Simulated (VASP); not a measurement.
Input of a VASP 6.6.1 run:

The input INCAR:

```
SYSTEM = Sn
PREC = Accurate
ENCUT = 520
EDIFF = 1E-6
ISMEAR = 0
SIGMA = 0.15
LREAL = .False.
LASPH = .True.
NELM = 100
ALGO = Fast
ISIF = 2
LWAVE = .False.
LCHARG = .False.
GGA = PS
NBANDS = 13
```

KPOINTS

```
Automatic mesh
0
Gamma
  22 22 22
  0 0 0
```

Contents of POSCAR:

```
Sn
1.0
   -1.8911189718      1.8911189718      1.8723950216
    1.8911189718     -1.8911189718      1.8723950216
    1.8911189718      1.8911189718     -1.8723950216
Sn
1
Direct
    0.0000000000      0.0000000000      0.0000000000
```

Potentials or basis: VASP PAW PBE potentials, release 64 (Sn_d).

The run is started by

```sh
$ cat potpaw_PBE.64/Sn_d/POTCAR > POTCAR
$ mpirun -np 1 vasp_std > vasp.out
```

Task: Estimate the band gap on the k mesh.

Result: Zero (bands 7 and 8 overlap by 10.53 eV).

Task: What does it give for the pressure?

Result: -1.4 GPa.

Caveat: the cell differs from its parent crystal (strain +0.0100 x Voigt [1, 1, 0, 0, 0, 0]); the PAW data sets were made with another functional, which shifts forces and pressure a little; spin-orbit coupling is left out, which moves the levels of the heavy elements.
